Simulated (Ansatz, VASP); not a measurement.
# Sn in VASP and in Ansatz

The input INCAR:

```
SYSTEM = Sn
PREC = Accurate ; ENCUT = 520
EDIFF = 1E-6 ; ISMEAR = 0
SIGMA = 0.1 ; LREAL = .False.
LASPH = .True. ; NELM = 100
ALGO = Normal ; ISIF = 2
LWAVE = .False. ; LCHARG = .False.
GGA = PE ; NBANDS = 21
```

Contents of KPOINTS:

```
Automatic mesh
0
Gamma
  9 9 9
  0 0 0
```

POSCAR

```
Sn
1.0
   -2.9401404553      2.9401404553      1.5993019889
    2.9401404553     -2.9401404553      1.5993019889
    2.9401404553      2.9401404553     -1.5993019889
Sn
2
Direct
    0.0000000000      0.0000000000      0.0000000000
    0.7500000000      0.2500000000      0.5000000000
```

File input.yaml:

```yaml
crystal:
  lattice:
    - [-2.9401404553, 2.9401404553, 1.5993019889]
    - [2.9401404553, -2.9401404553, 1.5993019889]
    - [2.9401404553, 2.9401404553, -1.5993019889]
  atoms:
    - { symbol: Sn, position: [0.0, 0.0, 0.0] }
    - { symbol: Sn, position: [0.75, 0.25, 0.5] }
kpoints:
  mp_grid: { grid: [9, 9, 9] }
scf:
  occupations: { method: gaussian, width: 0.1 }
hamiltonian:
  xc: pbe
  pseudopotentials: { kind: all_electron, lapw: { basis_error: 0.001 } }
output:
  forces: true
  stress: true
  eigenvalues: true
```

Alike in both runs: task single point; functional PBE; k mesh 9 × 9 × 9; occupations gaussian, width 0.1 eV; no spin polarisation.

|  | VASP | Ansatz |
| --- | --- | --- |
| version | VASP 6.6.1 | Ansatz 0.2.0 |
| potentials or method | VASP PAW PBE potentials, release 64 (Sn_d), cutoff 520 eV | all-electron LAPW, scalar-relativistic |

```tsv
	VASP	Ansatz	Ansatz less VASP
gap on the k mesh at the Fermi level (eV)	none	none	-
pressure (GPa)	1.4	1.4	+0.05
traceless stress, the component that is largest in VASP (GPa)	-0.25	-0.26	-0.009
```

A gap of «none» marks a metal or a gap that the smearing closes. Ansatz ran all-electron here, and VASP with PAW potentials.
